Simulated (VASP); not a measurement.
**Nb: single point with PBE**

Nb:

```
Nb
1.0
     3.50909    2.02598    2.48925
    -3.50909    2.02598    2.48925
     0.00000   -4.05195    2.48925
Nb
5
Direct
  0.00000 0.77114 0.22886
  0.77114 0.22886 0.00000
  0.22886 0.00000 0.77114
  0.32824 0.32824 0.32824
  0.67176 0.67176 0.67176
```

```json
{
  "Program": "VASP 6.6.1",
  "Task": "single point",
  "Functional": "PBE",
  "Potentials or basis": "VASP PAW PBE potentials, release 64 (Nb_sv)",
  "Cutoff": "520 eV",
  "k mesh": "9 × 9 × 9",
  "Occupations": "gaussian, width 0.1 eV",
  "Spin": "no spin polarisation"
}
```

* Pressure: -0.2 GPa
* Largest force: 0.023 eV/Å

Forces in eV/Å, atoms in the order of the input:
```
Nb  -0.001  0.002  0.000
Nb   0.002  0.000  0.000
Nb  -0.001 -0.002  0.000
Nb   0.000  0.000 -0.023
Nb   0.000  0.000  0.023
```

Levels at points of the mesh, in eV from the Fermi level:
```
           k point  band 30  band 31  band 32  band 33  band 34  band 35
(0.00, 0.00, 0.00)    -0.81    -0.46    -0.46     0.17     0.49     0.55
```

Wall time 6.5 min on 1 thread of Intel(R) Xeon(R) 6975P-C (Granite Rapids), on a shared host, peak memory 0.37 GiB.
